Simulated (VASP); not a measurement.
Here is a VASP 6.6.1 calculation.

INCAR

```
SYSTEM = BiS
  PREC = Accurate
  ENCUT = 520
  EDIFF = 1E-6
  ISMEAR = 0
  SIGMA = 0.1
  LREAL = .FALSE.
  LASPH = .TRUE.
  NELM = 60
  ALGO = Normal
  ISIF = 2
  LWAVE = .FALSE.
  LCHARG = .FALSE.
  GGA = PE
  NBANDS = 18
```

The input KPOINTS:

```
regular mesh
0
G
  4 4 4
  0 0 0
```

The input POSCAR:

```
BiS
1.0
    3.5840968716      0.0000000000      0.0000000000
    0.0000000000      3.5840968716      0.0000000000
    0.0000000000      0.0000000000      3.5840968716
Bi S
1 1
Direct
    0.5000000000      0.5000000000      0.5000000000
    0.0000000000      0.0000000000      0.0000000000
```

Potentials or basis: VASP PAW PBE potentials, release 64 (Bi_d, S).

Command:

```sh
$ cat potpaw_PBE.64/Bi_d/POTCAR potpaw_PBE.64/S/POTCAR > POTCAR
$ mpirun -np 1 vasp_std > vasp.out
```

Q: Predict the band gap on the k mesh.

A: Zero (an odd number of electrons rules out a gap without spin polarisation).

Q: Predict the pressure.

A: 0.3 GPa.

Caveat: the k points lie up to 0.44 Å⁻¹ apart, too coarse for converged energies and pressures of a metal; spin-orbit coupling is left out, which moves the levels of the heavy elements.
